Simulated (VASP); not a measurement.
Set up this calculation in VASP 6.6.1, as the native input.

```yaml
Task: single point
Functional: PBE
Potentials_or_basis: VASP PAW PBE potentials, release 64 (Cu, I)
Cutoff: 520 eV
k_mesh: 5 × 5 × 6
Occupations: fermi-dirac, width 0.02 eV
Spin: no spin polarisation
Dipole_correction: no
Further_INCAR_settings: ALGO = Normal; EDIFF = 1e-06; NBANDS = 26
```

The structure of CuI lies in POSCAR:

```
CuI
1.0
    3.7331675900     -3.7110863700      0.0000000000
    3.7331675900      3.7110863700      0.0000000000
    0.0000000000      0.0000000000      4.3500676467
Cu I
2 2
Direct
    0.4204388300      0.5795611700      0.7500000000
    0.5795611700      0.4204388300      0.2500000000
    0.7700426800      0.2299573200      0.7500000000
    0.2299573200      0.7700426800      0.2500000000
```

This cell differs from its parent crystal: zz strain of +1 %.

One way to write it, as run:

INCAR

```
ALGO = Normal
EDIFF = 1E-6
ENCUT = 520
GGA = PE
ISIF = 2
ISMEAR = -1
LASPH = True
LCHARG = False
LREAL = False
LWAVE = False
NBANDS = 26
NELM = 80
PREC = Accurate
SIGMA = 0.02
```

KPOINTS

```
k-points
0
Gamma
  5 5 6
```

Potentials or basis: VASP PAW PBE potentials, release 64 (Cu, I).

Launch:

```console
$ cat potpaw_PBE.64/Cu/POTCAR potpaw_PBE.64/I/POTCAR > POTCAR
$ mpirun -np 1 vasp_std > vasp.out
```

It gave:

```yaml
Pressure: 0.9 GPa
Largest_force: 0.106 eV/Å
Band_gap_on_the_k_mesh: 1.04 eV, direct
```

Caveat: the cell differs from its parent crystal (zz strain of +1 %); spin-orbit coupling is left out, which moves the levels of the heavy elements.

Wall time 2.1 min on 1 thread of Oxide Virtual Turin-like Processor, with other jobs on the host, peak memory 0.24 GiB.
